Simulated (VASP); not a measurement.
# SnO2 (Pbcn) in VASP: notebook, part 2 of 2

VASP 6.6.1.

### 5 Single point, LDA

This run uses another cell than the first one, of 11.74 Å³/atom.

INCAR reads:

```
ALGO = Normal
EDIFF = 1E-6
ENCUT = 520
ISIF = 2
ISMEAR = 0
LASPH = T
LCHARG = T
LELF = T
LREAL = F
LVHAR = T
LWAVE = F
NBANDS = 64
NELM = 60
PREC = Accurate
SIGMA = 0.02
```

KPOINTS reads:

```
k-points
0
Gamma
  6 6 6
```

POSCAR reads:

```
SnO2
1.0
    4.7185276510      0.0000000000      0.0000000000
    0.0000000000      5.7176920333      0.0000000000
    0.0000000000      0.0000000000      5.2210979639
Sn O
4 8
Direct
    0.5000000000      0.6665389869      0.7500000000
    0.0000000000      0.8334610131      0.2500000000
    0.5000000000      0.3334610131      0.2500000000
    0.0000000000      0.1665389869      0.7500000000
    0.7302393599      0.6059065834      0.0780803578
    0.2302393599      0.8940934166      0.9219196422
    0.7697606401      0.8940934166      0.5780803578
    0.2697606401      0.6059065834      0.4219196422
    0.7302393599      0.3940934166      0.5780803578
    0.2302393599      0.1059065834      0.4219196422
    0.7697606401      0.1059065834      0.0780803578
    0.2697606401      0.3940934166      0.9219196422
```

Potentials or basis: VASP PAW LDA potentials, release 64 (Sn_d, O).

Command:

```bash
cat potpaw_LDA.64/Sn_d/POTCAR potpaw_LDA.64/O/POTCAR > POTCAR
mpirun -np 1 vasp_std > vasp.out
```

OUTCAR:

```text
EDIFF = 1E-6
   ENCUT = 520
   ISIF = 2
   ISMEAR = 0
   LASPH = T
   LREAL = F
   NELM = 60
   PREC = Accurate

 ion  position               nearest neighbor table
   1  0.500  0.667  0.750-   6 2.03   7 2.03   5 2.06   8 2.06   9 2.10  12 2.10   3 3.23   3 3.23
                             2 3.65   2 3.65   2 3.65   2 3.65   4 3.71   4 3.71   4 3.71   4 3.71
   2  0.000  0.833  0.250-   5 2.03   8 2.03   7 2.06   6 2.06  10 2.10  11 2.10   4 3.23   4 3.23
                             1 3.65   1 3.65   1 3.65   1 3.65   3 3.71   3 3.71   3 3.71   3 3.71
   3  0.500  0.333  0.250-  10 2.03  11 2.03   9 2.06  12 2.06   5 2.10   8 2.10   1 3.23   1 3.23
                             4 3.65   4 3.65   4 3.65   4 3.65   2 3.71   2 3.71   2 3.71   2 3.71
   4  0.000  0.167  0.750-   9 2.03  12 2.03  11 2.06  10 2.06   6 2.10   7 2.10   2 3.23   2 3.23
                             3 3.65   3 3.65   3 3.65   3 3.65   1 3.71   1 3.71   1 3.71   1 3.71
   5  0.730  0.606  0.078-   2 2.03   1 2.06   3 2.10
   6  0.230  0.894  0.922-   1 2.03   2 2.06   4 2.10
   7  0.770  0.894  0.578-   1 2.03   2 2.06   4 2.10
   8  0.270  0.606  0.422-   2 2.03   1 2.06   3 2.10
   9  0.730  0.394  0.578-   4 2.03   3 2.06   1 2.10
  10  0.230  0.106  0.422-   3 2.03   4 2.06   2 2.10
  11  0.770  0.106  0.078-   3 2.03   4 2.06   2 2.10
  12  0.270  0.394  0.922-   4 2.03   3 2.06   1 2.10

  LATTYP: Found a simple orthorhombic cell.
 ALAT       =     4.7185276510
 B/A-ratio  =     1.1065099858
 C/A-ratio  =     1.2117534231

  Lattice vectors:

 A1 = (  -4.7185276510,   0.0000000000,   0.0000000000)
 A2 = (   0.0000000000,   0.0000000000,   5.2210979639)
 A3 = (   0.0000000000,   5.7176920333,   0.0000000000)

Analysis of symmetry for initial positions (statically):
=====================================================================
 Subroutine PRICEL returns:
 Original cell was already a primitive cell.

 Routine SETGRP: Setting up the symmetry group for a
 simple orthorhombic supercell.

 Subroutine GETGRP returns: Found  8 space group operations
 (whereof  2 operations were pure point group operations)
 out of a pool of  8 trial point group operations.

[... 164 lines left out ...]
   IVDW    =     0    specifies the selected vdW correction
   LEPSILON=     F    determine dielectric tensor
   LRPA    =     F    only Hartree local field effects (RPA)
 non-spin polarized calculation
 Gauss-broadening in eV      SIGMA  =   0.02
  energy-cutoff  :      520.00
  volume of cell :      140.86
 maximum number of plane-waves:      3830
 NGX is ok and might be reduce to    36
   NGX = 17   NGY = 21   NGZ = 19

 number of electron     103.9999969 magnetization

 Free energy of the ion-electron system (eV)
  ---------------------------------------------------
  ext. energy  EPLUGINS =         0.00000000
  ---------------------------------------------------
  free energy    TOTEN  =       -84.41589378 eV

  energy without entropy =      -84.41589378  energy(sigma->0) =      -84.41589378

 E-fermi :   5.8444     XC(G=0): -11.9172

 val. band max:        5.7298079373   @ k =   0.3333   0.0000   0.0000
 cond. band min:       7.1548111503   @ k =   0.0000   0.0000   0.0000
 fundamental gap:      1.4250032130
 Fermi energy:         5.8444191813

 k-point     1 :       0.0000    0.0000    0.0000
  band No.  band energies     occupation
      1     -14.8201      2.00000
      2     -14.6822      2.00000
      3     -14.5957      2.00000
      4     -14.2978      2.00000
      5     -14.1702      2.00000
      6     -14.0069      2.00000
[... 1597 lines left out ...]
     63      16.4890      0.00000
     64      16.4916      0.00000

 [... further k-points ...]
[... 5 lines left out ...]
  --------------------------------------------------------------------------------------
  -------------------------------------------------------------------------------------
  Total       -0.9193640     -0.9053845     -0.7258604      0.0000000      0.0000000     -0.0000000
  in kB      -10.4570452    -10.2980389     -8.2560928      0.0000000      0.0000000     -0.0000000
  external PRESSURE =      -9.6703923 kB  Pullay stress =       0.0000000 kB

 VOLUME and BASIS-vectors are now :
 -----------------------------------------------------------------------------
  energy-cutoff  :      520.00
  volume of cell :      140.86
      direct lattice vectors                 reciprocal lattice vectors
     4.718527651  0.000000000  0.000000000     0.211930516  0.000000000  0.000000000
     0.000000000  5.717692033  0.000000000     0.000000000  0.174895744  0.000000000
     0.000000000  0.000000000  5.221097964     0.000000000  0.000000000  0.191530595

 POSITION                                       TOTAL-FORCE (eV/Angst)
 -----------------------------------------------------------------------------------
      2.35926      3.81106      3.91582        -0.000000      0.023713      0.000000
      0.00000      4.76547      1.30527        -0.000000     -0.023713      0.000000
      2.35926      1.90663      1.30527        -0.000000     -0.023713      0.000000
      0.00000      0.95222      3.91582        -0.000000      0.023713      0.000000
      3.44565      3.46439      0.40767         0.014997     -0.006723      0.006139
      1.08639      5.11215      4.81343         0.014997      0.006723     -0.006139
      3.63214      5.11215      3.01821        -0.014997      0.006723      0.006139
      1.27287      3.46439      2.20288        -0.014997     -0.006723     -0.006139
      3.44565      2.25330      3.01821         0.014997      0.006723      0.006139
      1.08639      0.60554      2.20288         0.014997     -0.006723     -0.006139
      3.63214      0.60554      0.40767        -0.014997     -0.006723      0.006139
      1.27287      2.25330      4.81343        -0.014997      0.006723     -0.006139
 -----------------------------------------------------------------------------------
    total drift:                                0.000000      0.000000      0.000000

  FREE ENERGIE OF THE ION-ELECTRON SYSTEM (eV)
  ---------------------------------------------------
  free  energy   TOTEN  =       -84.4158937829 eV

  energy  without entropy=      -84.4158937829  energy(sigma->0) =      -84.41589378
```

OSZICAR:

```text
N       E                     dE             d eps       ncg     rms          rms(c)
DAV:   1     0.159445544681E+04    0.15945E+04   -0.48529E+04  9544   0.261E+03
DAV:   2     0.255004441531E+03   -0.13395E+04   -0.12684E+04  8496   0.807E+02
DAV:   3    -0.686495492036E+02   -0.32365E+03   -0.31553E+03  8968   0.283E+02
DAV:   4    -0.958626473712E+02   -0.27213E+02   -0.26932E+02 10216   0.915E+01
DAV:   5    -0.966655783645E+02   -0.80293E+00   -0.80066E+00  9712   0.162E+01    0.221E+01
DAV:   6    -0.844456987288E+02    0.12220E+02   -0.41712E+01 13216   0.711E+01    0.827E+00
DAV:   7    -0.846015267393E+02   -0.15583E+00   -0.49482E+00  9224   0.917E+00    0.468E+00
DAV:   8    -0.844612187477E+02    0.14031E+00   -0.78316E-01 11960   0.610E+00    0.124E+00
DAV:   9    -0.844158372948E+02    0.45381E-01   -0.22942E-01 12288   0.489E+00    0.252E-01
DAV:  10    -0.844158401905E+02   -0.28957E-05   -0.17184E-02 11800   0.994E-01    0.873E-02
DAV:  11    -0.844158839755E+02   -0.43785E-04   -0.13788E-03 11664   0.356E-01    0.244E-02
DAV:  12    -0.844159062420E+02   -0.22266E-04   -0.19001E-04 10952   0.785E-02    0.282E-02
DAV:  13    -0.844158931760E+02    0.13066E-04   -0.51127E-05 11824   0.734E-02    0.219E-03
DAV:  14    -0.844158937829E+02   -0.60691E-06   -0.58468E-06  7984   0.113E-02
   1 F= -.84415894E+02 E0= -.84415894E+02  d E =-.621598E-18
```

It took 5.8 min on 1 thread of Intel Xeon Platinum 8488C (Sapphire Rapids), shared host; peak memory 0.48 GiB.

Results:

```yaml
Free_energy: -84.4159 eV
Pressure: -1.0 GPa
Largest_force: 0.024 eV/Å
Band_gap_on_the_k_mesh: 1.43 eV (least direct gap 1.43 eV)
```

Forces in eV/Å, atoms in the order of the input:
```
Sn   0.000  0.024  0.000
Sn   0.000 -0.024  0.000
Sn   0.000 -0.024  0.000
Sn   0.000  0.024  0.000
O    0.015 -0.007  0.006
O    0.015  0.007 -0.006
O   -0.015  0.007  0.006
O   -0.015 -0.007 -0.006
O    0.015  0.007  0.006
O    0.015 -0.007 -0.006
O   -0.015 -0.007  0.006
O   -0.015  0.007 -0.006
```

Levels at points of the mesh, in eV from the valence-band top:
```
           k point  band 48  band 49  band 50  band 51  band 52  band 53  band 54  band 55  band 56  band 57
(0.00, 0.00, 0.00)    -0.61    -0.59    -0.16    -0.13    -0.01     1.42     6.15     6.22     6.70     6.92
(0.50, 0.00, 0.00)    -0.84    -0.28    -0.28    -0.05    -0.05     4.56     4.56     5.24     5.24     8.26
(0.00, 0.50, 0.00)    -1.02    -0.92    -0.92    -0.10    -0.10     4.12     4.12     6.85     6.85     8.65
(0.50, 0.50, 0.00)    -0.69    -0.59    -0.59    -0.19    -0.19     4.98     4.98     6.07     6.07     8.58
(0.00, 0.00, 0.50)    -0.75    -0.24    -0.24    -0.17    -0.17     4.48     4.48     6.14     6.14     7.69
(0.50, 0.00, 0.50)    -0.88    -0.23    -0.23    -0.23    -0.23     4.96     4.96     4.96     4.96     8.11
(0.00, 0.50, 0.50)    -1.16    -0.32    -0.32    -0.32    -0.32     5.54     5.54     5.54     5.54     8.68
(0.50, 0.50, 0.50)    -1.06    -0.37    -0.37    -0.37    -0.37     5.42     5.42     5.42     5.42     8.56
```

Caveat: spin-orbit coupling is left out, which moves the levels of the heavy elements.

### 6 Overview

```csv
cell,gap on the mesh (eV),pressure (GPa),largest force (eV/Å)
"a = 4.703, b = 5.695, c = 5.204 Å, 12 atoms, atomic positions A",1.54,1.1,0.02
"a = 4.857, b = 5.899, c = 5.352 Å, 12 atoms, atomic positions B",0.51,-14.4,0.02
"a = 4.689, b = 5.673, c = 5.188 Å, 12 atoms, atomic positions C",1.64,3.1,0.02
"a = 4.719, b = 5.718, c = 5.221 Å, 12 atoms, atomic positions D",1.43,-1.0,0.02
```

Alike in all rows: task single point; level LDA; potentials or basis VASP PAW LDA potentials, release 64 (Sn_d, O); no spin polarisation; k mesh 6 × 6 × 6; cutoff (eV) 520; smearing gaussian 0.02 eV.

Caveats: spin-orbit coupling is left out, which moves the levels of the heavy elements; the cell stands under tension (at least some runs); semilocal functionals underestimate gaps, and a narrow one can read as zero (at least some runs); the cell stands under pressure (at least some runs).

Total energies depend on the potentials used, so only differences within one code and one set of settings carry meaning.
